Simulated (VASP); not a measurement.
# Mg4HO8 (a cell with a defect) in VASP: single point with LDA

Aim: the single point of Mg4HO8 (a cell with a defect) with LDA.

All numbers are computed with VASP 6.6.1; they aren't measurements. Logs are shortened: lines on timing, memory, paths and dates and some standing lists are left out, and cuts for length are marked.

**1. The cell of the first run**

The cell holds a defect, 13 atoms: a = 4.968 Å, b = 4.968 Å, c = 4.968 Å, α = 77.69°, β = 77.69°, γ = 77.69°.

**2. Single point, LDA**

INCAR reads:

```
ALGO     = Normal         # electronic algorithm
EDIFF    = 1E-6           # SCF threshold, eV
ENCUT    = 520            # plane-wave cutoff, eV
ISIF     = 2              # what is computed and relaxed
ISMEAR   = 0              # smearing method
LASPH    = True           # aspherical terms in the spheres
LCHARG   = True           # write CHGCAR
LELF     = True           # ELF
LREAL    = False          # projectors in reciprocal space
LVHAR    = True         
LWAVE    = False          # write WAVECAR
NBANDS   = 40             # bands
NELECT   = 56.0         
NELM     = 100            # most SCF steps
PREC     = Accurate       # precision mode
SIGMA    = 0.05           # smearing width, eV
```

KPOINTS reads:

```
k-points
0
Gamma
  6 6 6
```

POSCAR reads:

```
Mg4HO8
1.0
   -3.1159510607     -1.7989951837      3.4255732540
    3.1159510607     -1.7989951837      3.4255732540
    0.0000000000      3.5979903674      3.4255732540
Mg O H
4 8 1
Direct
    0.0000000000      0.0000000000      0.0000000000
    0.5000000000      0.5000000000      0.0000000000
    0.5000000000      0.0000000000      0.5000000000
    0.0000000000      0.5000000000      0.5000000000
    0.4294242759      0.4294242759      0.4294242759
    0.9294242759      0.9294242759      0.4294242759
    0.9294242759      0.4294242759      0.9294242759
    0.4294242759      0.9294242759      0.9294242759
    0.5705757241      0.5705757241      0.5705757241
    0.0705757241      0.0705757241      0.5705757241
    0.0705757241      0.5705757241      0.0705757241
    0.5705757241      0.0705757241      0.0705757241
    1.1666873991      1.3750207325     -0.0416459342
```

Potentials or basis: VASP PAW LDA potentials, release 64 (Mg, O, H).

On the command line:

```sh
> cat potpaw_LDA.64/Mg/POTCAR potpaw_LDA.64/O/POTCAR potpaw_LDA.64/H/POTCAR > POTCAR
> mpirun -np 1 vasp_std > vasp.out
```

OUTCAR:

```text
EDIFF = 1E-6
   ENCUT = 520
   ISIF = 2
   ISMEAR = 0
   LASPH = True
   LREAL = False
   NELECT = 56.0
   NELM = 100
   PREC = Accurate

 ion  position               nearest neighbor table
   1  0.000  0.000  0.000-   7 2.05   8 2.05  11 2.05  12 2.05   6 2.05  10 2.05  13 2.15   2 3.12
                             2 3.12   3 3.12   4 3.12   4 3.12   3 3.12
   2  0.500  0.500  0.000-  13 1.95   8 2.05  11 2.05  12 2.05   7 2.05   9 2.05   5 2.05   1 3.12
                             1 3.12   3 3.12   3 3.12   4 3.12   4 3.12
   3  0.500  0.000  0.500-   5 2.05   6 2.05   9 2.05  10 2.05   8 2.05  12 2.05   4 3.12   4 3.12
                             2 3.12   1 3.12   1 3.12   2 3.12
   4  0.000  0.500  0.500-   5 2.05   6 2.05   9 2.05  10 2.05   7 2.05  11 2.05   3 3.12   3 3.12
                             1 3.12   1 3.12   2 3.12   2 3.12
   5  0.429  0.429  0.429-   9 1.45   4 2.05   3 2.05   2 2.05
   6  0.929  0.929  0.429-  10 1.45   4 2.05   3 2.05   1 2.05
   7  0.929  0.429  0.929-  13 1.18  11 1.45   1 2.05   2 2.05   4 2.05
   8  0.429  0.929  0.929-  12 1.45   2 2.05   1 2.05   3 2.05
   9  0.571  0.571  0.571-   5 1.45   4 2.05   3 2.05   2 2.05
  10  0.071  0.071  0.571-   6 1.45   4 2.05   3 2.05   1 2.05
  11  0.071  0.571  0.071-  13 1.18   7 1.45   1 2.05   2 2.05   4 2.05
  12  0.571  0.071  0.071-   8 1.45   2 2.05   1 2.05   3 2.05
  13  0.167  0.375  0.958-  11 1.18   7 1.18   2 1.95   1 2.15

  LATTYP: Found a trigonal (rhomboedric) cell.
 ALAT       =     4.9679056757
 COS(alpha) =     0.2131996058

  Lattice vectors:

 A1 = (  -3.1159510607,  -1.7989951837,   3.4255732540)
 A2 = (   3.1159510607,  -1.7989951837,   3.4255732540)
 A3 = (   0.0000000000,   3.5979903674,   3.4255732540)

Analysis of symmetry for initial positions (statically):
=====================================================================
 Subroutine PRICEL returns:
 Original cell was already a primitive cell.

 Routine SETGRP: Setting up the symmetry group for a
 trigonal (rhombohedral) supercell.

 Subroutine GETGRP returns: Found  1 space group operations
 (whereof  1 operations were pure point group operations)
 out of a pool of 12 trial point group operations.

The static configuration has the point symmetry C_1 .

Analysis of symmetry for dynamics (positions and initial velocities):
=====================================================================
 Subroutine PRICEL returns:
 Original cell was already a primitive cell.

 Routine SETGRP: Setting up the symmetry group for a
 trigonal (rhombohedral) supercell.

 Subroutine GETGRP returns: Found  1 space group operations
 (whereof  1 operations were pure point group operations)
 out of a pool of 12 trial point group operations.

The dynamic configuration has the point symmetry C_1 .

 Subroutine INISYM returns: Found  1 space group operations
 (whereof  1 operations are pure point group operations),
 and found     1 'primitive' translations

----------------------------------------------------------------------------------------

                                     Primitive cell

  volume of cell :     115.2140

  direct lattice vectors                    reciprocal lattice vectors
    -3.115951061 -1.798995184  3.425573254    -0.160464651 -0.092644310  0.097307314
     3.115951061 -1.798995184  3.425573254     0.160464651 -0.092644310  0.097307314
     0.000000000  3.597990367  3.425573254     0.000000000  0.185288619  0.097307314

  length of vectors
     4.967905676  4.967905676  4.967905676     0.209285895  0.209285895  0.209285895

  position of ions in fractional coordinates (direct lattice)
     0.000000000  0.000000000  0.000000000
     0.500000000  0.500000000  0.000000000
     0.500000000  1.000000000  0.500000000
     1.000000000  0.500000000  0.500000000
     0.429424276  0.429424276  0.429424276
     0.929424276  0.929424276  0.429424276
     0.929424276  0.429424276  0.929424276
     0.429424276  0.929424276  0.929424276
     0.570575724  0.570575724  0.570575724
     0.070575724  0.070575724  0.570575724
     0.070575724  0.570575724  0.070575724
     0.570575724  0.070575724  0.070575724
     0.166687399  0.375020732  0.958354066

  ion indices of the primitive-cell ions
   primitive index   ion index
                 1           1
                 2           2
                 3           3
                 4           4
                 5           5
                 6           6
                 7           7
                 8           8
                 9           9
                10          10
                11          11
                12          12
                13          13

----------------------------------------------------------------------------------------

 KPOINTS: k-points

Automatic generation of k-mesh.
 Grid dimensions read from file:
 generate k-points for:    6    6    6

 Generating k-lattice:

  Cartesian coordinates                     Fractional coordinates (reciprocal lattice)
    -0.026744109 -0.015440718  0.016217886     0.166666667 -0.000000000  0.000000000
     0.026744109 -0.015440718  0.016217886    -0.000000000  0.166666667  0.000000000
     0.000000000  0.030881437  0.016217886     0.000000000  0.000000000  0.166666667

  Length of vectors
     0.034880982  0.034880982  0.034880982

  Shift w.r.t. Gamma in fractional coordinates (k-lattice)
     0.000000000  0.000000000  0.000000000

 Subroutine IBZKPT returns following result:
 ===========================================

 Found    112 irreducible k-points:

 Following reciprocal coordinates:
            Coordinates               Weight
  0.000000  0.000000  0.000000      1.000000
  0.166667 -0.000000  0.000000      2.000000
 -0.000000  0.166667  0.000000      2.000000
  0.000000  0.000000  0.166667      2.000000
  0.333333 -0.000000 -0.000000      2.000000
 -0.000000  0.333333 -0.000000      2.000000
[... 16 lines left out ...]
 -0.166667  0.500000  0.000000      2.000000
  0.166667 -0.000000  0.500000      2.000000
 [... further k-points ...]
   k-points           NKPTS =    112   k-points in BZ     NKDIM =    112   number of bands    NBANDS=     40
   number of dos      NEDOS =    301   number of ions     NIONS =     13
   total plane-waves  NPLWV =  64000
   dimension x,y,z NGX =    40 NGY =   40 NGZ =   40
   dimension x,y,z NGXF=    80 NGYF=   80 NGZF=   80
   ions per type =               4   8   1
   NGX,Y,Z   is equivalent  to a cutoff of  13.39, 13.39, 13.39 a.u.
   NGXF,Y,Z  is equivalent  to a cutoff of  26.77, 26.77, 26.77 a.u.
 SYSTEM =  unknown system
   PREC   = accura    normal or accurate (medium, high low for compatibility)
   ISTART =      0    job   : 0-new  1-cont  2-samecut
   ICHARG =      2    charge: 1-file 2-atom 10-const
   ISPIN  =      1    spin polarized calculation?
   LNONCOLLINEAR =      F non collinear calculations
   LSORBIT =      F    spin-orbit coupling
   LASPH  =      T    aspherical Exc in radial PAW
   ENCUT  =  520.0 eV  38.22 Ry    6.18 a.u.   9.24  9.24  9.24*2*pi/ulx,y,z
   NELM   =    100;   NELMIN=  2; NELMDL= -5     # of ELM steps
   EDIFF  = 0.1E-05   stopping-criterion for ELM
   LREAL  =      F    real-space projection
   EDIFFG = 0.1E-04   stopping-criterion for IOM
   NSW    =      0    number of steps for IOM
   IBRION =     -1    ionic relax: 0-MD 1-quasi-New 2-CG
   NFREE  =      0    steps in history (QN), initial steepest desc. (CG)
   ISIF   =      2    stress and relaxation
   ISYM   =      2    0-nonsym 1-usesym 2-fastsym
   POTIM  = 0.5000    time-step for ionic-motion
   TEBEG  =    0.0;   TEEND  =   0.0 temperature during run
   PSTRESS=    0.0 pullay stress
   NELECT =      56.0000    total number of electrons
   NUPDOWN=      -1.0000    fix difference up-down
   EMIN   =  10.00;   EMAX   =-10.00  energy-range for DOS
   EFERMI =   0.00;   METHOD = LEGACY
   ISMEAR =     0;   SIGMA  =   0.05  broadening in eV -4-tet -1-fermi 0-gaus
   EFERMI_NEDOS =   21; number of points for ismear=-14 and -15
   IALGO  =     38    algorithm
   IMIX   =      4    mixing-type and parameters
     AMIX     =   0.40;   BMIX     =  1.00
     AMIX_MAG =   1.60;   BMIX_MAG =  1.00
  volume/ion in A,a.u.               =       8.86        59.81
  Fermi-wavevector in a.u.,A,eV,Ry     =   1.287170  2.432398 22.542210  1.656806
  Thomas-Fermi vector in A             =   2.419200
   LORBIT       =      0    0 simple, 1 ext, 2 COOP (PROOUT), +10 PAW based schemes
   GGA     = CA    functional components
   LHFCALC =     F    Hartree Fock is set to
   AEXX    =    0.0000 exact exchange contribution
   IVDW    =     0    specifies the selected vdW correction
   LEPSILON=     F    determine dielectric tensor
   LRPA    =     F    only Hartree local field effects (RPA)
 non-spin polarized calculation
 Gauss-broadening in eV      SIGMA  =   0.05
  energy-cutoff  :      520.00
  volume of cell :      115.21
 maximum number of plane-waves:      3126
 NGX is ok and might be reduce to    40
   NGX = 19   NGY = 19   NGZ = 19

 number of electron      55.9999981 magnetization

 Free energy of the ion-electron system (eV)
  ---------------------------------------------------
  ext. energy  EPLUGINS =         0.00000000
  ---------------------------------------------------
  free energy    TOTEN  =       -79.41981560 eV

  energy without entropy =      -79.41981560  energy(sigma->0) =      -79.41981560

 E-fermi :   3.6193     XC(G=0): -11.1791

 val. band max:        3.4128032789   @ k =   0.5000   0.5000   0.5000
 cond. band min:       5.0316515100   @ k =   0.5000   0.5000   0.5000
 fundamental gap:      1.6188482312
 Fermi energy:         3.6193258507

 k-point     1 :       0.0000    0.0000    0.0000
  band No.  band energies     occupation
      1     -21.5033      2.00000
      2     -18.0548      2.00000
      3     -17.5800      2.00000
      4     -17.4268      2.00000
      5     -13.5837      2.00000
      6     -11.5403      2.00000
[... 1021 lines left out ...]
     39      13.8508      0.00000
     40      14.2494      0.00000

 [... further k-points ...]

------------------------ aborting loop because EDIFF is reached ----------------------------------------

  FORCE on cell =-STRESS in cart. coord.  units (eV):
  Direction    XX          YY          ZZ          XY          YZ          ZX
  --------------------------------------------------------------------------------------
  -------------------------------------------------------------------------------------
  Total       -8.4907885     -6.9302149      1.4379330     -0.1164236     -1.5407423     -0.7279109
  in kB     -118.0737797    -96.3722824     19.9960439     -1.6189992    -21.4257212    -10.1224039
  external PRESSURE =     -64.8166727 kB  Pullay stress =       0.0000000 kB

 VOLUME and BASIS-vectors are now :
 -----------------------------------------------------------------------------
  energy-cutoff  :      520.00
  volume of cell :      115.21
      direct lattice vectors                 reciprocal lattice vectors
    -3.115951061 -1.798995184  3.425573254    -0.160464651 -0.092644310  0.097307314
     3.115951061 -1.798995184  3.425573254     0.160464651 -0.092644310  0.097307314
     0.000000000  3.597990367  3.425573254     0.000000000  0.185288619  0.097307314

 POSITION                                       TOTAL-FORCE (eV/Angst)
 -----------------------------------------------------------------------------------
      0.00000      0.00000      0.00000        -0.193041      0.464483     -0.677543
      0.00000     -1.79900      3.42557        -0.453131     -0.501950      1.337604
     -1.55798      0.89950      3.42557        -0.094881     -0.025407     -0.014904
      1.55798      0.89950      3.42557         0.244524     -0.108683     -0.151256
      0.00000      0.00000      4.41307         0.055521      0.087643     -0.368367
      0.00000     -1.79900      7.83865         0.017057     -0.029639     -0.260531
     -1.55798      0.89950      7.83865         0.003342     -0.081757     -3.102290
      1.55798      0.89950      7.83865         0.268826      0.000065     -0.410199
      0.00000      0.00000      5.86365         0.034487      0.128969      0.285536
      0.00000      1.79900      2.43807         0.027554     -0.016138      0.342308
      1.55798     -0.89950      2.43807        -0.045840      0.065615      3.020645
     -1.55798     -0.89950      2.43807         0.297722     -0.050878      0.368521
      0.64916      2.47362      5.13857        -0.162140      0.067677     -0.369525
 -----------------------------------------------------------------------------------
    total drift:                                0.000161      0.000002     -0.000250

  FREE ENERGIE OF THE ION-ELECTRON SYSTEM (eV)
  ---------------------------------------------------
  free  energy   TOTEN  =       -79.4198155984 eV

  energy  without entropy=      -79.4198155984  energy(sigma->0) =      -79.41981560
```

It took 10 min on 1 thread of Intel Xeon 8259CL, shared host; peak memory 0.48 GiB.

What came out:

| Item | Value |
| --- | --- |
| Free energy | -79.4198 eV |
| Largest force | 3.103 eV/Å |

Forces in eV/Å, atoms in the order of the input:
```
Mg  -0.193  0.464 -0.678
Mg  -0.453 -0.502  1.338
Mg  -0.095 -0.025 -0.015
Mg   0.245 -0.109 -0.151
O    0.056  0.088 -0.368
O    0.017 -0.030 -0.261
O    0.003 -0.082 -3.102
O    0.269  0.000 -0.410
O    0.034  0.129  0.286
O    0.028 -0.016  0.342
O   -0.046  0.066  3.021
O    0.298 -0.051  0.369
H   -0.162  0.068 -0.370
```

Caveat: the cell carries a net charge on a neutralising background, which shifts energy and pressure; the cell is charged against a uniform background, so pressure and absolute levels hang on convention.
